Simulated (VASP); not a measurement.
# Co (P6_3/mmc) in VASP: further runs, part 2 of 2

VASP 6.6.1. The steps go on from the part before.

## 5. Single point, r2SCAN, collinear spin, ferromagnetic start

This run uses another cell than the first one, of 10.64 Å³/atom.

The input, POSCAR:

```
Co
1.0
    2.4719999032      0.0000000000      0.0000000000
   -1.2359999516      2.1408147143      0.0000000000
    0.0000000000      0.0000000000      4.0211440800
Co
2
Direct
    0.6666666667      0.3333333333      0.7500000000
    0.3333333333      0.6666666667      0.2500000000
```

The input, INCAR.step1:

```
PREC = Accurate ; ENCUT = 520
ISMEAR = -1 ; SIGMA = 0.05
LREAL = F ; LASPH = T
NELM = 150 ; ISPIN = 2
MAGMOM = 2 2 ; LMAXMIX = 4
NBANDS = 20 ; GGA = PE
ALGO = Normal ; EDIFF = 1E-4
LWAVE = T ; LCHARG = F
```

The input, INCAR.step2:

```
PREC = Accurate ; ENCUT = 520
EDIFF = 1E-7 ; ISMEAR = -1
SIGMA = 0.05 ; LREAL = F
LASPH = T ; NELM = 150
ALGO = Normal ; ISIF = 2
LWAVE = F ; LCHARG = F
ISPIN = 2 ; MAGMOM = 2 2
LORBIT = 11 ; LMAXMIX = 4
METAGGA = R2SCAN ; LMIXTAU = T
NBANDS = 20 ; ISTART = 1
```

The input, KPOINTS:

```
regular mesh
0
Gamma
  12 12 7
```

Started as:

```console
> cat potpaw_PBE.64/Co/POTCAR > POTCAR
> cp INCAR.step1 INCAR
> mpirun -np 1 vasp_std > vasp.out
> cp INCAR.step2 INCAR
> mpirun -np 1 vasp_std > vasp.out
```

Run time: 2.8 min. Hardware: 1 thread of Intel Xeon 6975P-C (Granite Rapids), shared host; peak memory 0.17 GiB.

The run converged. Its results:

| Property | Result |
| --- | --- |
| Free energy | -26.4235 eV |
| Pressure | 0.1 GPa |
| Net moment | 3.54 μB per cell |
| Site moments | Co +1.83 μB |
| Valence electrons inside the program's atomic spheres | Co 8.33 |

Stress tensor (GPa, compression positive):
```
-0.13  0.00  0.00
 0.00 -0.13  0.00
 0.00  0.00  0.58
```

Levels at points of the mesh, in eV from the Fermi level:
Spin up:
```
           k point  band 7  band 8  band 9  band 10  band 11  band 12  band 13  band 14  band 15  band 16
(0.00, 0.00, 0.00)   -3.08   -2.74   -2.74    -1.64    -1.64    -0.31     6.26    22.94    25.74    25.74
(0.50, 0.00, 0.00)   -2.95   -1.46   -1.43    -1.31     0.94     3.15     9.89    10.68    12.88    14.40
```
Spin down:
```tsv
k point	band 3	band 4	band 5	band 6	band 7	band 8	band 9	band 10	band 11	band 12
(0.00, 0.00, 0.00)	-1.01	-0.89	-0.89	-0.83	-0.50	-0.50	0.03	0.03	1.32	1.32
(0.50, 0.00, 0.00)	-3.51	-2.34	-1.07	-1.00	-0.63	1.44	1.59	1.61	2.67	4.46
```

Caveat: the PAW data sets were made with another functional, which shifts forces and pressure a little.

## 6. Single point, r2SCAN, collinear spin, ferromagnetic start

This run uses another cell than the first one, of 10.85 Å³/atom.

The input, POSCAR:

```
Co
1.0
    2.4883712406      0.0000000000      0.0000000000
   -1.2441856203      2.1549927084      0.0000000000
    0.0000000000      0.0000000000      4.0477749493
Co
2
Direct
    0.6666666667      0.3333333333      0.7500000000
    0.3333333333      0.6666666667      0.2500000000
```

The input, INCAR.step1:

```
PREC     = Accurate       # precision mode
ENCUT    = 520            # plane-wave cutoff, eV
ISMEAR   = -1             # smearing method
SIGMA    = 0.05           # smearing width, eV
LREAL    = F              # projectors in reciprocal space
LASPH    = T              # aspherical terms in the spheres
NELM     = 150            # most SCF steps
ISPIN    = 2              # spin polarisation
MAGMOM   = 2 2            # initial moments
LMAXMIX  = 4              # l up to which the mixer works
NBANDS   = 20             # bands
GGA      = PE             # functional
ALGO     = Normal         # electronic algorithm
EDIFF    = 1E-4           # SCF threshold, eV
LWAVE    = T              # write WAVECAR
LCHARG   = F              # write CHGCAR
```

The input, INCAR.step2:

```
PREC     = Accurate       # precision mode
ENCUT    = 520            # plane-wave cutoff, eV
EDIFF    = 1E-6           # SCF threshold, eV
ISMEAR   = -1             # smearing method
SIGMA    = 0.05           # smearing width, eV
LREAL    = F              # projectors in reciprocal space
LASPH    = T              # aspherical terms in the spheres
NELM     = 150            # most SCF steps
ALGO     = Normal         # electronic algorithm
ISIF     = 2              # what is computed and relaxed
LWAVE    = F              # write WAVECAR
LCHARG   = F              # write CHGCAR
ISPIN    = 2              # spin polarisation
MAGMOM   = 2 2            # initial moments
LORBIT   = 11             # projections on sites
LMAXMIX  = 4              # l up to which the mixer works
METAGGA  = R2SCAN         # meta-GGA
LMIXTAU  = T            
NBANDS   = 20             # bands
ISTART   = 1
```

KPOINTS is that of step 5.

Potentials or basis: VASP PAW PBE potentials, release 64 (Co).

Started as:

```console
> cat potpaw_PBE.64/Co/POTCAR > POTCAR
> cp INCAR.step1 INCAR
> mpirun -np 1 vasp_std > vasp.out
> cp INCAR.step2 INCAR
> mpirun -np 1 vasp_std > vasp.out
```

OUTCAR:

```text
PREC = Accurate
   ENCUT = 520
   EDIFF = 1E-6
   ISMEAR = -1
   LREAL = F
   LASPH = T
   NELM = 150
   ISIF = 2
   ISPIN = 2
   LORBIT = 11
   METAGGA = R2SCAN
   ISTART = 1

 ion  position               nearest neighbor table
   1  0.667  0.333  0.750-   2 2.48   2 2.48   2 2.48   2 2.48   2 2.48   2 2.48
   2  0.333  0.667  0.250-   1 2.48   1 2.48   1 2.48   1 2.48   1 2.48   1 2.48

  LATTYP: Found a hexagonal cell.
 ALAT       =     2.4883712406
 C/A-ratio  =     1.6266764714

  Lattice vectors:

 A1 = (   2.4883712406,   0.0000000000,   0.0000000000)
 A2 = (  -1.2441856203,   2.1549927084,   0.0000000000)
 A3 = (   0.0000000000,   0.0000000000,   4.0477749493)

Analysis of symmetry for initial positions (statically):
=====================================================================
 Subroutine PRICEL returns:
 Original cell was already a primitive cell.

 Routine SETGRP: Setting up the symmetry group for a
 hexagonal supercell.

 Subroutine GETGRP returns: Found 24 space group operations
 (whereof 12 operations were pure point group operations)
 out of a pool of 24 trial point group operations.

The static configuration has the point symmetry D_3d.
 The point group associated with its full space group is D_6h.

Analysis of symmetry for dynamics (positions and initial velocities):
=====================================================================
 Subroutine PRICEL returns:
 Original cell was already a primitive cell.

 Routine SETGRP: Setting up the symmetry group for a
 hexagonal supercell.

 Subroutine GETGRP returns: Found 24 space group operations
 (whereof 12 operations were pure point group operations)
 out of a pool of 24 trial point group operations.

The dynamic configuration has the point symmetry D_3d.
 The point group associated with its full space group is D_6h.

Analysis of structural, dynamic, and magnetic symmetry:
[... 150 lines left out ...]
 number of electron      18.0000001 magnetization       3.5624007

 Free energy of the ion-electron system (eV)
  ---------------------------------------------------
  ext. energy  EPLUGINS =         0.00000000
  ---------------------------------------------------
  free energy    TOTEN  =       -26.41796102 eV

  energy without entropy =      -26.40573435  energy(sigma->0) =      -26.41184769

 E-fermi :  10.3106     XC(G=0): -14.6802

 val. band max:       10.2978280596   @ k =   0.4167   0.0000   0.4286
 cond. band min:      10.3396229570   @ k =   0.1667   0.0833   0.0000
 fundamental gap:      0.0417948975
 Fermi energy:        10.3105968514

 spin component 1

 k-point     1 :       0.0000    0.0000    0.0000
  band No.  band energies     occupation
      1       0.9689      1.00000
      2       4.5409      1.00000
      3       6.9001      1.00000
      4       6.9408      1.00000
      5       6.9409      1.00000
      6       7.2361      1.00000
[... 541 lines left out ...]
     19      34.1917      0.00000
     20      35.7159      0.00000

 [... further k-points ...]

 spin component 2

 k-point     1 :       0.0000    0.0000    0.0000
  band No.  band energies     occupation
      1       0.3919      1.00000
      2       5.7299      1.00000
      3       9.3369      1.00000
      4       9.4506      1.00000
      5       9.4506      1.00000
      6       9.4861      1.00000
[... 541 lines left out ...]
     19      34.8187      0.00000
     20      36.5085      0.00000

 [... further k-points ...]

------------------------ aborting loop because EDIFF is reached ----------------------------------------

  FORCE on cell =-STRESS in cart. coord.  units (eV):
  Direction    XX          YY          ZZ          XY          YZ          ZX
  --------------------------------------------------------------------------------------
  -------------------------------------------------------------------------------------
  Total       -0.6241732     -0.6241732     -0.4727149     -0.0000000      0.0000000      0.0000000
  in kB      -46.0721355    -46.0721355    -34.8925345     -0.0000000      0.0000000      0.0000000
  external PRESSURE =     -42.3456019 kB  Pullay stress =       0.0000000 kB

 VOLUME and BASIS-vectors are now :
 -----------------------------------------------------------------------------
  energy-cutoff  :      520.00
  volume of cell :       21.71
      direct lattice vectors                 reciprocal lattice vectors
     2.488371241  0.000000000  0.000000000     0.401869297  0.232019347  0.000000000
    -1.244185620  2.154992708  0.000000000     0.000000000  0.464038693  0.000000000
     0.000000000  0.000000000  4.047774949     0.000000000  0.000000000  0.247049308

 POSITION                                       TOTAL-FORCE (eV/Angst)
 -----------------------------------------------------------------------------------
      1.24419      0.71833      3.03583        -0.000000      0.000000      0.000000
     -0.00000      1.43666      1.01194         0.000000      0.000000      0.000000
 -----------------------------------------------------------------------------------
    total drift:                                0.000000     -0.000000     -0.000000

  FREE ENERGIE OF THE ION-ELECTRON SYSTEM (eV)
  ---------------------------------------------------
  free  energy   TOTEN  =       -26.4179610203 eV

  energy  without entropy=      -26.4057343525  energy(sigma->0) =      -26.41184769

 total charge

# of ion       s       p       d       tot
------------------------------------------
    1        0.512   0.563   7.218   8.293
    2        0.512   0.563   7.218   8.293
--------------------------------------------------
tot          1.023   1.127  14.435  16.585

 magnetization (x)

# of ion       s       p       d       tot
------------------------------------------
    1       -0.010  -0.082   1.938   1.846
    2       -0.010  -0.082   1.938   1.846
--------------------------------------------------
tot         -0.021  -0.163   3.876   3.692
```

OUTCAR.step1:

```text
PREC = Accurate
   ENCUT = 520
   ISMEAR = -1
   LREAL = F
   LASPH = T
   NELM = 150
[... 1348 lines left out ...]
 -----------------------------------------------------------------------------------
      1.24419      0.71833      3.03583         0.000000      0.000000      0.000000
     -0.00000      1.43666      1.01194        -0.000000     -0.000000      0.000000
 -----------------------------------------------------------------------------------
    total drift:                               -0.000000      0.000000     -0.000000

  FREE ENERGIE OF THE ION-ELECTRON SYSTEM (eV)
  ---------------------------------------------------
  free  energy   TOTEN  =       -14.0731484785 eV

  energy  without entropy=      -14.0572958699  energy(sigma->0) =      -14.06522217
```

OSZICAR.step1:

```text
N       E                     dE             d eps       ncg     rms          rms(c)
DAV:   1     0.863938514567E+02    0.86394E+02   -0.82013E+03  6352   0.123E+03
DAV:   2    -0.115114035502E+02   -0.97905E+02   -0.88006E+02  6164   0.218E+02
DAV:   3    -0.160751700156E+02   -0.45638E+01   -0.43649E+01  6924   0.570E+01
DAV:   4    -0.161443893030E+02   -0.69219E-01   -0.69168E-01  7608   0.616E+00
DAV:   5    -0.161461898108E+02   -0.18005E-02   -0.18004E-02  7072   0.934E-01    0.149E+01
DAV:   6    -0.145026189664E+02    0.16436E+01   -0.74440E+00  6888   0.558E+01    0.684E+00
DAV:   7    -0.141078295290E+02    0.39479E+00   -0.11490E+00  7188   0.202E+01    0.379E+00
DAV:   8    -0.140880441608E+02    0.19785E-01   -0.15742E-02  8024   0.126E+00    0.177E+00
DAV:   9    -0.140735096470E+02    0.14535E-01   -0.32924E-03  9712   0.101E+00    0.468E-01
DAV:  10    -0.140731642189E+02    0.34543E-03   -0.47729E-04  7236   0.270E-01    0.164E-01
DAV:  11    -0.140731484785E+02    0.15740E-04   -0.13982E-04  4144   0.169E-01
   1 F= -.14073148E+02 E0= -.14065222E+02  d E =-.158526E-01  mag=     3.2367
```

Run time: 2.6 min. Hardware: 1 thread of Intel Xeon 6975P-C (Granite Rapids), shared host; peak memory 0.18 GiB.

Results:

```yaml
Free_energy: -26.4180 eV
Pressure: -4.2 GPa
Net_moment: 3.56 μB per cell
Site_moments: Co +1.85 μB
Valence_electrons_inside_the_program's_atomic_spheres: Co 8.29
```

Stress tensor (GPa, compression positive):
```
-4.61  0.00  0.00
 0.00 -4.61  0.00
 0.00  0.00 -3.49
```

Caveat: the cell stands under tension; the PAW data sets were made with another functional, which shifts forces and pressure a little.

## 7. The runs side by side

```tsv
cell	gap on the mesh (eV)	pressure (GPa)	moment (μB)
a = 2.422, b = 2.422, c = 3.939 Å, angles 90.0, 90.0, 120.0°, 2 atoms	none	15.9	3.40
a = 2.439, b = 2.439, c = 3.967 Å, angles 90.0, 90.0, 120.0°, 2 atoms	none	10.0	3.44
a = 2.455, b = 2.455, c = 3.994 Å, angles 90.0, 90.0, 120.0°, 2 atoms	none	4.8	3.49
a = 2.472, b = 2.472, c = 4.021 Å, angles 90.0, 90.0, 120.0°, 2 atoms	none	0.1	3.54
a = 2.488, b = 2.488, c = 4.048 Å, angles 90.0, 90.0, 120.0°, 2 atoms	none	-4.2	3.56
```

Alike in all rows: task single point; level r2SCAN; potentials or basis VASP PAW PBE potentials, release 64 (Co); spin collinear, ferromagnetic start; k mesh 12 × 12 × 7; cutoff (eV) 520; smearing fermi-dirac 0.05 eV.

Caveats: the PAW data sets were made with another functional, which shifts forces and pressure a little; the cell stands under pressure (at least some runs); the cell stands under tension (at least some runs).

Total energies depend on the potentials used, so only differences within one code and one set of settings carry meaning.

The gap in the log of VASP goes by the Fermi energy; the results here count the filled bands.